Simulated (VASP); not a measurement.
The system is PbF2.

```
CELL_PARAMETERS angstrom
0.00000 2.96366 2.96366
2.96366 0.00000 2.96366
2.96366 2.96366 0.00000
ATOMIC_POSITIONS crystal
Pb 0.00000 0.00000 0.00000
F 0.75000 0.75000 0.75000
F 0.25000 0.25000 0.25000
```

Base run:

| Property | Result |
| --- | --- |
| Program | VASP 6.6.1 |
| Functional | PBE |
| Potentials or basis | VASP PAW PBE potentials, release 64 (Pb_d, F) |
| Cutoff | 600 eV |
| k mesh | 8 × 8 × 8 |
| Occupations | gaussian, width 0.024 eV |
| Spin | no spin polarisation |

Its results: band gap on the k mesh 4.42 eV (least direct gap 4.56 eV); pressure 2.4 GPa.

Q: The run is repeated on the same cell with these changes: k mesh from 8 × 8 × 8 to 5 × 5 × 5; occupations from gaussian, width 0.024 eV to fermi-dirac, width 0.05 eV. What comes out?

A: Band gap on the k mesh 4.53 eV (least direct gap 4.79 eV); pressure 2.4 GPa.

Caveats: spin-orbit coupling is left out, which moves the levels of the heavy elements; an odd mesh through Γ misses points on the zone boundary, where band edges can lie (at least some runs).
